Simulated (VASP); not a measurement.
# Ge in VASP: single point with HSE06

Aim: the single point of Ge with HSE06.

Program: VASP 6.6.1. These are calculated values, not measurements. Logs are shortened: lines on timing, memory, paths and dates and some standing lists are left out, and cuts for length are marked.

**1. The cell of the first run**

The cell holds a slab with vacuum, 2 atoms: a = 3.947 Å, b = 3.947 Å, c = 24.080 Å, α = 90.00°, β = 90.00°, γ = 120.00°.

**2. Single point, HSE06**

POSCAR

```
Ge
1.0
    3.9474319337      0.0000000000      0.0000000000
   -1.9737159669      3.4185763343      0.0000000000
    0.0000000000      0.0000000000     24.0800000000
Ge
2
Direct
    0.0000000000      0.0000000000      0.6492551787
    0.3333333333      0.6666666667      0.6794418623
```

INCAR.step1

```
SYSTEM = Ge
ALGO     = Normal         ! electronic algorithm
DIPOL    = 0.5 0.5 0.664
EDIFF    = 1E-5           ! SCF threshold, eV
ENCUT    = 520            ! plane-wave cutoff, eV
GGA      = PE             ! functional
IDIPOL   = 3            
ISIF     = 2              ! what is computed and relaxed
ISMEAR   = 0              ! smearing method
LASPH    = .True.         ! aspherical terms in the spheres
LCHARG   = .False.        ! write CHGCAR
LDIPOL   = .True.       
LREAL    = .False.        ! projectors in reciprocal space
LWAVE    = .True.         ! write WAVECAR
NBANDS   = 21             ! bands
NELM     = 100            ! most SCF steps
PREC     = Accurate       ! precision mode
SIGMA    = 0.04           ! smearing width, eV
```

INCAR.step2

```
SYSTEM = Ge
ALGO     = Normal         ! electronic algorithm
DIPOL    = 0.5 0.5 0.664
EDIFF    = 1E-7           ! SCF threshold, eV
ENCUT    = 520            ! plane-wave cutoff, eV
GGA      = PE             ! functional
HFSCREEN = 0.2079         ! screening, 1/A
IDIPOL   = 3            
ISIF     = 2              ! what is computed and relaxed
ISMEAR   = 0              ! smearing method
ISTART   = 1            
LASPH    = .True.         ! aspherical terms in the spheres
LCHARG   = .False.        ! write CHGCAR
LDIPOL   = .True.       
LHFCALC  = .True.         ! exact exchange
LREAL    = .False.        ! projectors in reciprocal space
LWAVE    = .False.        ! write WAVECAR
NBANDS   = 21             ! bands
NELM     = 100            ! most SCF steps
PREC     = Accurate       ! precision mode
PRECFOCK = Normal       
SIGMA    = 0.04           ! smearing width, eV
```

KPOINTS

```
k-points
0
Gamma
  6 6 1
  0 0 0
```

Potentials or basis: VASP PAW PBE potentials, release 64 (Ge_d).

On the command line:

```sh
cat potpaw_PBE.64/Ge_d/POTCAR > POTCAR
cp INCAR.step1 INCAR
mpirun -np 1 vasp_std > vasp.out
cp INCAR.step2 INCAR
mpirun -np 1 vasp_std > vasp.out
```

OUTCAR:

```text
SYSTEM = Ge
   EDIFF = 1E-7
   ENCUT = 520
   GGA = PE
   HFSCREEN = 0.2079
   ISIF = 2
   ISMEAR = 0
   ISTART = 1
   LASPH = .True.
   LHFCALC = .True.
   LREAL = .False.
   NELM = 100
   PREC = Accurate
   PRECFOCK = Normal

 ion  position               nearest neighbor table
   1  0.000  0.000  0.649-   2 2.39   2 2.39   2 2.39
   2  0.333  0.667  0.679-   1 2.39   1 2.39   1 2.39

  LATTYP: Found a hexagonal cell.
 ALAT       =     3.9474319337
 C/A-ratio  =     6.1001685157

  Lattice vectors:

 A1 = (   3.9474319337,   0.0000000000,   0.0000000000)
 A2 = (  -1.9737159669,   3.4185763343,   0.0000000000)
 A3 = (   0.0000000000,   0.0000000000,  24.0800000000)

Analysis of symmetry for initial positions (statically):
=====================================================================
 Subroutine PRICEL returns:
 Original cell was already a primitive cell.

 Routine SETGRP: Setting up the symmetry group for a
 hexagonal supercell.

 Subroutine GETGRP returns: Found 12 space group operations
 (whereof  6 operations were pure point group operations)
 out of a pool of 24 trial point group operations.

The static configuration has the point symmetry C_3v.
 The point group associated with its full space group is D_3d.

Analysis of symmetry for dynamics (positions and initial velocities):
=====================================================================
 Subroutine PRICEL returns:
 Original cell was already a primitive cell.

 Routine SETGRP: Setting up the symmetry group for a
 hexagonal supercell.

 Subroutine GETGRP returns: Found 12 space group operations
 (whereof  6 operations were pure point group operations)
 out of a pool of 24 trial point group operations.

The dynamic configuration has the point symmetry C_3v.
 The point group associated with its full space group is D_3d.

 Subroutine INISYM returns: Found 12 space group operations
 (whereof  6 operations are pure point group operations),
 and found     1 'primitive' translations

----------------------------------------------------------------------------------------

                                     Primitive cell

  volume of cell :     324.9499

  direct lattice vectors                    reciprocal lattice vectors
     3.947431934  0.000000000  0.000000000     0.253329257  0.146259715  0.000000000
    -1.973715967  3.418576334  0.000000000     0.000000000  0.292519430  0.000000000
     0.000000000  0.000000000 24.080000000     0.000000000  0.000000000  0.041528239

  length of vectors
     3.947431934  3.947431934 24.080000000     0.292519430  0.292519430  0.041528239

  position of ions in fractional coordinates (direct lattice)
     0.000000000  0.000000000  0.649255179
     0.333333333  0.666666667  0.679441862

  ion indices of the primitive-cell ions
   primitive index   ion index
                 1           1
                 2           2

----------------------------------------------------------------------------------------

 KPOINTS: k-points

Automatic generation of k-mesh.
 Grid dimensions read from file:
 generate k-points for:    6    6    1

 Generating k-lattice:

  Cartesian coordinates                     Fractional coordinates (reciprocal lattice)
     0.042221543  0.024376619  0.000000000     0.166666667  0.000000000  0.000000000
     0.000000000  0.048753238  0.000000000     0.000000000  0.166666667  0.000000000
     0.000000000  0.000000000  0.041528239     0.000000000  0.000000000  1.000000000

  Length of vectors
     0.048753238  0.048753238  0.041528239

  Shift w.r.t. Gamma in fractional coordinates (k-lattice)
     0.000000000  0.000000000  0.000000000

 Subroutine IBZKPT returns following result:
 ===========================================

 Found      7 irreducible k-points:

 Following reciprocal coordinates:
            Coordinates               Weight
  0.000000  0.000000  0.000000      1.000000
  0.166667 -0.000000  0.000000      6.000000
  0.333333 -0.000000  0.000000      6.000000
  0.500000  0.000000  0.000000      3.000000
  0.166667  0.166667  0.000000      6.000000
  0.333333  0.166667  0.000000     12.000000
  0.333333  0.333333  0.000000      2.000000
   k-points           NKPTS =      7   k-points in BZ     NKDIM =     36   number of bands    NBANDS=     21
   number of dos      NEDOS =    301   number of ions     NIONS =      2
   total plane-waves  NPLWV = 162000
   dimension x,y,z NGX =    30 NGY =   30 NGZ =  180
   dimension x,y,z NGXF=    60 NGYF=   60 NGZF=  360
   ions per type =               2
   NGX,Y,Z   is equivalent  to a cutoff of  12.63, 12.63, 12.43 a.u.
   NGXF,Y,Z  is equivalent  to a cutoff of  25.27, 25.27, 24.85 a.u.
 SYSTEM =  Ge
   PREC   = accura    normal or accurate (medium, high low for compatibility)
   ISTART =      1    job   : 0-new  1-cont  2-samecut
   ICHARG =      0    charge: 1-file 2-atom 10-const
   ISPIN  =      1    spin polarized calculation?
   LNONCOLLINEAR =      F non collinear calculations
   LSORBIT =      F    spin-orbit coupling
   LASPH  =      T    aspherical Exc in radial PAW
   ENCUT  =  520.0 eV  38.22 Ry    6.18 a.u.   7.34  7.34 44.77*2*pi/ulx,y,z
   NELM   =    100;   NELMIN=  2; NELMDL=  0     # of ELM steps
   EDIFF  = 0.1E-06   stopping-criterion for ELM
   LREAL  =      F    real-space projection
   EDIFFG = 0.1E-05   stopping-criterion for IOM
   NSW    =      0    number of steps for IOM
   IBRION =     -1    ionic relax: 0-MD 1-quasi-New 2-CG
   NFREE  =      0    steps in history (QN), initial steepest desc. (CG)
   ISIF   =      2    stress and relaxation
   ISYM   =      3    0-nonsym 1-usesym 2-fastsym
   POTIM  = 0.5000    time-step for ionic-motion
   TEBEG  =    0.0;   TEEND  =   0.0 temperature during run
   PSTRESS=    0.0 pullay stress
   NELECT =      28.0000    total number of electrons
   NUPDOWN=      -1.0000    fix difference up-down
   EMIN   =  10.00;   EMAX   =-10.00  energy-range for DOS
   EFERMI =   0.00;   METHOD = LEGACY
   ISMEAR =     0;   SIGMA  =   0.04  broadening in eV -4-tet -1-fermi 0-gaus
   EFERMI_NEDOS =   21; number of points for ismear=-14 and -15
   IALGO  =     38    algorithm
   IMIX   =      1    mixing-type and parameters
     AMIX     =   0.40;   BMIX     =  1.00
     AMIX_MAG =   1.60;   BMIX_MAG =  1.00
  volume/ion in A,a.u.               =     162.47      1096.44
  Fermi-wavevector in a.u.,A,eV,Ry     =   0.723084  1.366430  7.113811  0.522850
  Thomas-Fermi vector in A             =   1.813211
   LORBIT       =      0    0 simple, 1 ext, 2 COOP (PROOUT), +10 PAW based schemes
   GGA     = PE    functional components
   LHFCALC =     T    Hartree Fock is set to
   PRECFOCK=normal    Normal, Fast or Accurate (Low or Medium for compatibility)
   ENCUT4O =  -1.0   cutoff for four orbital integrals eV
   NKREDX  =     1    reduce k-point grid by
   NKREDY  =     1    reduce k-point grid by
   NKREDZ  =     1    reduce k-point grid by
   AEXX    =    0.2500 exact exchange contribution
   HFSCREEN=    0.2079 screening length (either q_TF or 0.3 A-1)
   HFSCREENC=   0.2079 screening length for correlation (either q_TF or 0.3 A-1)
   ENCUTFOCK=  -1.0 apply spherical cutoff to Coloumb kernel
   IVDW    =     0    specifies the selected vdW correction
   LEPSILON=     F    determine dielectric tensor
   LRPA    =     F    only Hartree local field effects (RPA)
 non-spin polarized calculation
 Gauss-broadening in eV      SIGMA  =   0.04
  energy-cutoff  :      520.00
  volume of cell :      324.95
 maximum number of plane-waves:      8795
 NGX is ok and might be reduce to    30
  NGX = 24; NGY = 24; NGZ =140

 dipolmoment           0.000000      0.000000     -0.000000 electrons x Angstroem

 number of electron      28.0000030 magnetization

 dipolmoment           0.000000      0.000000      0.000003 electrons x Angstroem

 Free energy of the ion-electron system (eV)
  ---------------------------------------------------
  ext. energy  EPLUGINS =         0.00000000
  ---------------------------------------------------
  free energy    TOTEN  =        -9.48052437 eV

  energy without entropy =       -9.47801686  energy(sigma->0) =       -9.47927061

 E-fermi :  -3.2639     XC(G=0):  -1.6326

 val. band max:       -3.2638602690   @ k =   0.3333   0.3333   0.0000
 cond. band min:      -3.2638501000   @ k =   0.3333   0.3333   0.0000
 fundamental gap:      0.0000101690
 Fermi energy:        -3.2638551845

 k-point     1 :       0.0000    0.0000    0.0000
  band No.  band energies     occupation
      1     -31.1167      2.00000
      2     -31.1167      2.00000
      3     -31.0539      2.00000
      4     -31.0539      2.00000
      5     -31.0462      2.00000
      6     -30.9911      2.00000
[... 13 lines left out ...]
     20       1.3407      0.00000
     21       1.9289      0.00000

 k-point     2 :       0.1667   -0.0000    0.0000
  band No.  band energies     occupation
      1     -31.1275      2.00000
      2     -31.1232      2.00000
      3     -31.0737      2.00000
      4     -31.0403      2.00000
      5     -31.0213      2.00000
      6     -30.9703      2.00000
[... 13 lines left out ...]
     20       2.2586      0.00000
     21       2.4450      0.00000

 k-point     3 :       0.3333   -0.0000    0.0000
  band No.  band energies     occupation
      1     -31.1332      2.00000
      2     -31.1294      2.00000
      3     -31.0966      2.00000
      4     -31.0204      2.00000
      5     -31.0079      2.00000
      6     -30.9243      2.00000
[... 13 lines left out ...]
     20       3.4557      0.00000
     21       3.5982      0.00000

 k-point     4 :       0.5000    0.0000    0.0000
  band No.  band energies     occupation
      1     -31.1304      2.00000
      2     -31.1246      2.00000
      3     -31.1146      2.00000
      4     -31.0131      2.00000
      5     -31.0078      2.00000
      6     -30.9166      2.00000
[... 13 lines left out ...]
     20       4.2727      0.00000
     21       4.4441      0.00000

 k-point     5 :       0.1667    0.1667    0.0000
  band No.  band energies     occupation
      1     -31.1347      2.00000
      2     -31.1304      2.00000
      3     -31.0892      2.00000
      4     -31.0316      2.00000
      5     -30.9922      2.00000
      6     -30.9430      2.00000
[... 13 lines left out ...]
     20       2.5743      0.00000
     21       3.1065      0.00000

 k-point     6 :       0.3333    0.1667    0.0000
  band No.  band energies     occupation
      1     -31.1423      2.00000
      2     -31.1256      2.00000
      3     -31.1102      2.00000
      4     -31.0139      2.00000
      5     -30.9777      2.00000
      6     -30.9219      2.00000
[... 13 lines left out ...]
     20       3.8742      0.00000
     21       4.4742      0.00000

 k-point     7 :       0.3333    0.3333    0.0000
  band No.  band energies     occupation
      1     -31.1510      2.00000
      2     -31.1198      2.00000
      3     -31.1198      2.00000
      4     -31.0041      2.00000
      5     -30.9418      2.00000
      6     -30.9290      2.00000
[... 13 lines left out ...]
     20       4.4897      0.00000
     21       4.4897      0.00000

------------------------ aborting loop because EDIFF is reached ----------------------------------------

 vacuum level on the upper side and lower side of the slab       (xc-potential included)         0.001         0.001

  FORCE on cell =-STRESS in cart. coord.  units (eV):
  Direction    XX          YY          ZZ          XY          YZ          ZX
  --------------------------------------------------------------------------------------
  -------------------------------------------------------------------------------------
  Total        0.6075244      0.6075244     -0.2092099     -0.0000000     -0.0000000      0.0000000
  in kB        2.9954213      2.9954213     -1.0315169     -0.0000000     -0.0000000      0.0000000
  external PRESSURE =       1.6531086 kB  Pullay stress =       0.0000000 kB

 VOLUME and BASIS-vectors are now :
 -----------------------------------------------------------------------------
  energy-cutoff  :      520.00
  volume of cell :      324.95
      direct lattice vectors                 reciprocal lattice vectors
     3.947431934  0.000000000  0.000000000     0.253329257  0.146259715  0.000000000
    -1.973715967  3.418576334  0.000000000     0.000000000  0.292519430  0.000000000
     0.000000000  0.000000000 24.080000000     0.000000000  0.000000000  0.041528239

 POSITION                                       TOTAL-FORCE (eV/Angst)
 -----------------------------------------------------------------------------------
      0.00000      0.00000     15.63406        -0.000000     -0.000000      0.256514
     -0.00000      2.27905     16.36096         0.000000      0.000000     -0.256514
 -----------------------------------------------------------------------------------
    total drift:                                0.000000     -0.000001     -0.000880

  FREE ENERGIE OF THE ION-ELECTRON SYSTEM (eV)
  ---------------------------------------------------
  free  energy   TOTEN  =        -9.4805243674 eV

  energy  without entropy=       -9.4780168581  energy(sigma->0) =       -9.47927061

 vacuum level on the upper side and lower side of the slab         1.261         1.261
```

It took 78 min on 1 thread of AMD EPYC 7R13 (Zen 3), shared host; peak memory 0.55 GiB.

What came out:

```yaml
Free_energy: -9.4805 eV
Largest_force: 0.257 eV/Å
Band_gap_on_the_k_mesh: zero (filled and empty bands touch)
```

Forces in eV/Å, atoms in the order of the input:
```
Ge   0.000  0.000  0.257
Ge   0.000  0.000 -0.257
```

Caveat: the PAW data sets were made with another functional, which shifts forces and pressure a little.
